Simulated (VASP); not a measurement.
# InSb (I-4m2) in VASP: further runs

Runs on InSb. Level: r2SCAN. Tasks: single point.

All numbers are computed with VASP 6.6.1; they aren't measurements. Logs are shortened: lines on timing, memory, paths and dates and some standing lists are left out, and cuts for length are marked.

### 1 The cell of the first run

Symmetry: I-4m2, No. 119, tetragonal system. The conventional cell has a = 4.214 Å, b = 4.214 Å, c = 6.478 Å, α = 90.00°, β = 90.00°, γ = 90.00°. In (site symmetry -4m2) has 4 Sb at 2.66 Å within 3.5 Å. Sb (site symmetry -4m2) has 4 In at 2.66 Å within 3.5 Å.

### 2 Single point, r2SCAN (strain -0.080 along x and y, +0.000 along z)

POSCAR reads:

```
InSb
1.0
    0.0000000000      2.9799720000      3.2391000000
    2.9799720000      0.0000000000      3.2391000000
    2.9799720000      2.9799720000      0.0000000000
In Sb
1 1
Direct
    0.0000000000      0.0000000000      0.0000000000
    0.7500000000      0.7500000000      0.7500000000
```

INCAR.step1 reads:

```
PREC = Accurate
ENCUT = 520
ISMEAR = 0
SIGMA = 0.03
LREAL = False
LASPH = True
NELM = 100
NBANDS = 16
GGA = PE
ALGO = Normal
EDIFF = 1E-4
LWAVE = True
LCHARG = False
```

INCAR.step2 reads:

```
PREC = Accurate
ENCUT = 520
EDIFF = 1E-6
ISMEAR = 0
SIGMA = 0.03
LREAL = False
LASPH = True
NELM = 100
ALGO = Normal
ISIF = 2
LWAVE = False
LCHARG = False
METAGGA = R2SCAN
LMIXTAU = True
NBANDS = 16
ISTART = 1
```

KPOINTS reads:

```
regular mesh
0
Gamma
  10 10 10
```

Potentials or basis: VASP PAW PBE potentials, release 64 (In_d, Sb).

On the command line:

```sh
$ cat potpaw_PBE.64/In_d/POTCAR potpaw_PBE.64/Sb/POTCAR > POTCAR
$ cp INCAR.step1 INCAR
$ mpirun -np 1 vasp_std > vasp.out
$ cp INCAR.step2 INCAR
$ mpirun -np 1 vasp_std > vasp.out
```

OUTCAR:

```text
PREC = Accurate
   ENCUT = 520
   EDIFF = 1E-6
   ISMEAR = 0
   LREAL = False
   LASPH = True
   NELM = 100
   ISIF = 2
   METAGGA = R2SCAN
   ISTART = 1

 ion  position               nearest neighbor table
   1  0.000  0.000  0.000-   2 2.66   2 2.66   2 2.66   2 2.66
   2  0.750  0.750  0.750-   1 2.66   1 2.66   1 2.66   1 2.66

  LATTYP: Found a body centered tetragonal cell.
 ALAT       =     4.2143168179
 C/A-ratio  =     1.5371886548

  Lattice vectors:

 A1 = (  -2.9799720000,   0.0000000000,   3.2391000000)
 A2 = (   2.9799720000,   0.0000000000,   3.2391000000)
 A3 = (   0.0000000000,   2.9799720000,  -3.2391000000)

Analysis of symmetry for initial positions (statically):
=====================================================================
 Subroutine PRICEL returns:
 Original cell was already a primitive cell.

 Routine SETGRP: Setting up the symmetry group for a
 body centered tetragonal supercell.

 Subroutine GETGRP returns: Found  8 space group operations
 (whereof  8 operations were pure point group operations)
 out of a pool of 16 trial point group operations.

The static configuration has the point symmetry D_2d.

Analysis of symmetry for dynamics (positions and initial velocities):
=====================================================================
 Subroutine PRICEL returns:
 Original cell was already a primitive cell.

 Routine SETGRP: Setting up the symmetry group for a
 body centered tetragonal supercell.

 Subroutine GETGRP returns: Found  8 space group operations
 (whereof  8 operations were pure point group operations)
 out of a pool of 16 trial point group operations.

The dynamic configuration has the point symmetry D_2d.

 Subroutine INISYM returns: Found  8 space group operations
 (whereof  8 operations are pure point group operations),
 and found     1 'primitive' translations

----------------------------------------------------------------------------------------

                                     Primitive cell

  volume of cell :      57.5279

  direct lattice vectors                    reciprocal lattice vectors
     0.000000000  2.979972000  3.239100000    -0.167786811  0.167786811  0.154363867
     2.979972000  0.000000000  3.239100000     0.167786811 -0.167786811  0.154363867
     2.979972000  2.979972000  0.000000000     0.167786811  0.167786811 -0.154363867

  length of vectors
     4.401363644  4.401363644  4.214316818     0.283077783  0.283077783  0.283077783

  position of ions in fractional coordinates (direct lattice)
     0.000000000  0.000000000  0.000000000
     0.750000000  0.750000000  0.750000000

  ion indices of the primitive-cell ions
   primitive index   ion index
                 1           1
                 2           2

----------------------------------------------------------------------------------------

 KPOINTS: regular mesh

Automatic generation of k-mesh.
 Grid dimensions read from file:
 generate k-points for:   10   10   10

 Generating k-lattice:

  Cartesian coordinates                     Fractional coordinates (reciprocal lattice)
    -0.016778681  0.016778681  0.015436387     0.100000000 -0.000000000  0.000000000
     0.016778681 -0.016778681  0.015436387    -0.000000000  0.100000000  0.000000000
     0.016778681  0.016778681 -0.015436387     0.000000000  0.000000000  0.100000000

  Length of vectors
     0.028307778  0.028307778  0.028307778

  Shift w.r.t. Gamma in fractional coordinates (k-lattice)
     0.000000000  0.000000000  0.000000000

 Subroutine IBZKPT returns following result:
 ===========================================

 Found    102 irreducible k-points:

 Following reciprocal coordinates:
            Coordinates               Weight
  0.000000  0.000000  0.000000      1.000000
  0.100000  0.000000  0.000000      8.000000
  0.200000  0.000000  0.000000      8.000000
  0.300000  0.000000  0.000000      8.000000
  0.400000  0.000000  0.000000      8.000000
  0.500000  0.000000  0.000000      4.000000
[... 16 lines left out ...]
  0.300000  0.300000  0.000000      2.000000
  0.400000  0.300000  0.000000      8.000000
 [... further k-points ...]
   k-points           NKPTS =    102   k-points in BZ     NKDIM =    102   number of bands    NBANDS=     16
   number of dos      NEDOS =    301   number of ions     NIONS =      2
   total plane-waves  NPLWV =  41472
   dimension x,y,z NGX =    36 NGY =   36 NGZ =   32
   dimension x,y,z NGXF=    72 NGYF=   72 NGZF=   64
   ions per type =               1   1
   NGX,Y,Z   is equivalent  to a cutoff of  13.60, 13.60, 12.62 a.u.
   NGXF,Y,Z  is equivalent  to a cutoff of  27.20, 27.20, 25.25 a.u.
 SYSTEM =  unknown system
   PREC   = accura    normal or accurate (medium, high low for compatibility)
   ISTART =      1    job   : 0-new  1-cont  2-samecut
   ICHARG =      0    charge: 1-file 2-atom 10-const
   ISPIN  =      1    spin polarized calculation?
   LNONCOLLINEAR =      F non collinear calculations
   LSORBIT =      F    spin-orbit coupling
   LASPH  =      T    aspherical Exc in radial PAW
   ENCUT  =  520.0 eV  38.22 Ry    6.18 a.u.   8.18  8.18  7.84*2*pi/ulx,y,z
   NELM   =    100;   NELMIN=  2; NELMDL=  0     # of ELM steps
   EDIFF  = 0.1E-05   stopping-criterion for ELM
   LREAL  =      F    real-space projection
   EDIFFG = 0.1E-04   stopping-criterion for IOM
   NSW    =      0    number of steps for IOM
   IBRION =     -1    ionic relax: 0-MD 1-quasi-New 2-CG
   NFREE  =      0    steps in history (QN), initial steepest desc. (CG)
   ISIF   =      2    stress and relaxation
   ISYM   =      2    0-nonsym 1-usesym 2-fastsym
   POTIM  = 0.5000    time-step for ionic-motion
   TEBEG  =    0.0;   TEEND  =   0.0 temperature during run
   PSTRESS=    0.0 pullay stress
   NELECT =      18.0000    total number of electrons
   NUPDOWN=      -1.0000    fix difference up-down
   EMIN   =  10.00;   EMAX   =-10.00  energy-range for DOS
   EFERMI =   0.00;   METHOD = LEGACY
   ISMEAR =     0;   SIGMA  =   0.03  broadening in eV -4-tet -1-fermi 0-gaus
   EFERMI_NEDOS =   21; number of points for ismear=-14 and -15
   IALGO  =     38    algorithm
   IMIX   =      4    mixing-type and parameters
     AMIX     =   0.40;   BMIX     =  1.00
     AMIX_MAG =   1.60;   BMIX_MAG =  1.00
  volume/ion in A,a.u.               =      28.76       194.11
  Fermi-wavevector in a.u.,A,eV,Ry     =   1.111406  2.100253 16.806235  1.235223
  Thomas-Fermi vector in A             =   2.247969
   LORBIT       =      0    0 simple, 1 ext, 2 COOP (PROOUT), +10 PAW based schemes
   METAGGA = R2SCAN    functional components
   LHFCALC =     F    Hartree Fock is set to
   AEXX    =    0.0000 exact exchange contribution
   IVDW    =     0    specifies the selected vdW correction
   LEPSILON=     F    determine dielectric tensor
   LRPA    =     F    only Hartree local field effects (RPA)
 non-spin polarized calculation
 Gauss-broadening in eV      SIGMA  =   0.03
  energy-cutoff  :      520.00
  volume of cell :       57.53
 maximum number of plane-waves:      1572
 NGX is ok and might be reduce to    36
   NGX = 17   NGY = 17   NGZ = 15

 number of electron      17.9999999 magnetization

 Free energy of the ion-electron system (eV)
  ---------------------------------------------------
  ext. energy  EPLUGINS =         0.00000000
  ---------------------------------------------------
  free energy    TOTEN  =       -48.26590465 eV

  energy without entropy =      -48.26590465  energy(sigma->0) =      -48.26590465

 E-fermi :   7.2877     XC(G=0): -10.0275

 val. band max:        7.0899863012   @ k =   0.0000   0.0000   0.0000
 cond. band min:       7.8420313844   @ k =   0.4000   0.0000   0.4000
 fundamental gap:      0.7520450832
 Fermi energy:         7.2876534543

 k-point     1 :       0.0000    0.0000    0.0000
  band No.  band energies     occupation
      1      -8.6826      2.00000
      2      -8.6654      2.00000
      3      -8.6654      2.00000
      4      -8.5121      2.00000
      5      -8.5075      2.00000
      6      -5.4562      2.00000
[... 8 lines left out ...]
     15      15.0280      0.00000
     16      15.3550      0.00000

 k-point     2 :       0.1000    0.0000    0.0000
  band No.  band energies     occupation
      1      -8.6853      2.00000
      2      -8.6688      2.00000
      3      -8.6614      2.00000
      4      -8.5116      2.00000
      5      -8.5086      2.00000
      6      -5.3340      2.00000
[... 8 lines left out ...]
     15      14.4491      0.00000
     16      15.6383      0.00000

 k-point     3 :       0.2000    0.0000    0.0000
  band No.  band energies     occupation
      1      -8.7081      2.00000
      2      -8.6616      2.00000
      3      -8.6512      2.00000
      4      -8.5109      2.00000
      5      -8.5096      2.00000
      6      -4.9789      2.00000
[... 8 lines left out ...]
     15      14.8634      0.00000
     16      14.9786      0.00000

 k-point     4 :       0.3000    0.0000    0.0000
  band No.  band energies     occupation
      1      -8.7386      2.00000
      2      -8.6503      2.00000
      3      -8.6395      2.00000
      4      -8.5129      2.00000
      5      -8.5056      2.00000
      6      -4.4346      2.00000
[... 8 lines left out ...]
     15      15.0665      0.00000
     16      15.2812      0.00000
[... 324 lines left out ...]
 k-point    22 :      -0.2000    0.2000    0.0000
  band No.  band energies     occupation
      1      -8.7516      2.00000
      2      -8.6395      2.00000
      3      -8.6354      2.00000
      4      -8.5188      2.00000
      5      -8.5048      2.00000
      6      -4.2055      2.00000
[... 8 lines left out ...]
     15      15.7938      0.00000
     16      16.3499      0.00000

 k-point    23 :       0.3000    0.3000    0.0000
  band No.  band energies     occupation
      1      -8.7741      2.00000
      2      -8.6121      2.00000
      3      -8.6121      2.00000
      4      -8.5268      2.00000
      5      -8.5014      2.00000
      6      -4.2034      2.00000
[... 8 lines left out ...]
     15      17.4374      0.00000
     16      17.4469      0.00000

 k-point    24 :       0.4000    0.3000    0.0000
  band No.  band energies     occupation
      1      -8.7880      2.00000
      2      -8.6053      2.00000
      3      -8.6018      2.00000
      4      -8.5290      2.00000
      5      -8.5015      2.00000
      6      -3.7383      2.00000
[... 8 lines left out ...]
     15      17.6589      0.00000
     16      17.9939      0.00000

 [... further k-points ...]
[... 5 lines left out ...]
  --------------------------------------------------------------------------------------
  -------------------------------------------------------------------------------------
  Total        5.3542652      5.3542652      4.4402517      0.0000000      0.0000000      0.0000000
  in kB      149.1185749    149.1185749    123.6629085      0.0000000      0.0000000      0.0000000
  external PRESSURE =     140.6333528 kB  Pullay stress =       0.0000000 kB

 VOLUME and BASIS-vectors are now :
 -----------------------------------------------------------------------------
  energy-cutoff  :      520.00
  volume of cell :       57.53
      direct lattice vectors                 reciprocal lattice vectors
     0.000000000  2.979972000  3.239100000    -0.167786811  0.167786811  0.154363867
     2.979972000  0.000000000  3.239100000     0.167786811 -0.167786811  0.154363867
     2.979972000  2.979972000  0.000000000     0.167786811  0.167786811 -0.154363867

 POSITION                                       TOTAL-FORCE (eV/Angst)
 -----------------------------------------------------------------------------------
      0.00000      0.00000      0.00000        -0.000000     -0.000000     -0.000000
      4.46996      4.46996      4.85865         0.000000      0.000000      0.000000
 -----------------------------------------------------------------------------------
    total drift:                               -0.000016     -0.000016      0.000023

  FREE ENERGIE OF THE ION-ELECTRON SYSTEM (eV)
  ---------------------------------------------------
  free  energy   TOTEN  =       -48.2659046457 eV

  energy  without entropy=      -48.2659046457  energy(sigma->0) =      -48.26590465
```

Run time: 2.5 min. Hardware: 1 thread of Intel Xeon 6975P-C (Granite Rapids), shared host; peak memory 0.27 GiB.

What came out:

- Free energy: -48.2659 eV
- Pressure: 14.1 GPa
- Band gap on the k mesh: 0.75 eV, indirect (least direct gap 1.07 eV)

Caveat: the cell differs from its parent crystal (strain -0.080 along x and y, +0.000 along z); the PAW data sets were made with another functional, which shifts forces and pressure a little; spin-orbit coupling is left out, which moves the levels of the heavy elements.

[end of part 1 of 2]
